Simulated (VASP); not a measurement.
Si2BiTe2:

```
CELL_PARAMETERS angstrom
3.82380 0.00000 0.00000
0.00000 3.82380 0.00000
0.00000 0.00000 10.04444
ATOMIC_POSITIONS crystal
Si 0.50000 0.50000 0.81012
Si 0.50000 0.50000 0.18988
Bi 0.50000 0.50000 0.50000
Te 0.00000 0.00000 0.50000
Te 0.50000 0.50000 0.00000
```

```yaml
Program: VASP 6.6.1
Task: relaxation of cell and atoms
Functional: PBE
Potentials_or_basis: VASP PAW PBE potentials, release 64 (Si, Bi_d, Te)
Cutoff: 600 eV
k_mesh: 4 × 4 × 2
Occupations: gaussian, width 0.1 eV
Spin: no spin polarisation
```

At the start: pressure 35.9 GPa; volume 29.37 Å³/atom.

Q: Where does the relaxation end?

A: Over 19 steps the energy falls by 1738.5 meV/atom and the volume is 42.16 Å³/atom (+43.5 %); space group P4/mmm (No. 123, to 0.05 Å).

Step by step:
```csv
step,energy change (eV),largest force (eV/Å),pressure (GPa),volume (Å³)
1,0.0000,16.8561,35.95,146.86
2,-3.3691,0.3443,-3.26,322.41
3,-3.8025,0.2131,-3.27,304.07
4,-4.2232,0.0616,-3.25,287.32
5,-6.4546,0.5066,-0.84,210.88
6,-7.2539,0.5166,5.00,177.38
7,-7.1953,0.1198,8.08,168.79
8,-7.2614,0.4292,5.77,175.03
9,-8.5669,0.0154,-0.60,209.59
10,-8.5974,0.1781,-1.32,219.72
11,-8.5986,0.1411,-1.21,217.84
12,-8.6379,0.8074,0.59,209.55
13,-8.6508,0.5828,-0.06,212.17
14,-8.6738,0.4016,0.10,210.28
15,-8.6873,0.0415,0.45,206.99
16,-8.6877,0.1067,0.39,207.52
17,-8.6902,0.0545,-0.13,210.53
18,-8.6909,0.0054,0.03,209.59
19,-8.6923,0.0103,-0.01,210.78
```

Final structure:
```yaml
crystal:
  lattice:
    - [4.44979, 0.00000, 0.00000]
    - [0.00000, 4.44979, 0.00000]
    - [0.00000, 0.00000, 10.64528]
  atoms:
    - { symbol: Si, position: [0.50000, 0.50000, 0.76555] }
    - { symbol: Si, position: [0.50000, 0.50000, 0.23445] }
    - { symbol: Bi, position: [0.50000, 0.50000, 0.50000] }
    - { symbol: Te, position: [0.00000, 0.00000, 0.50000] }
    - { symbol: Te, position: [0.50000, 0.50000, 0.00000] }
```

Caveat: the k points lie up to 0.35 Å⁻¹ apart in the final cell; the volume moved by over 15 % at a fixed basis, so the end points are rough.
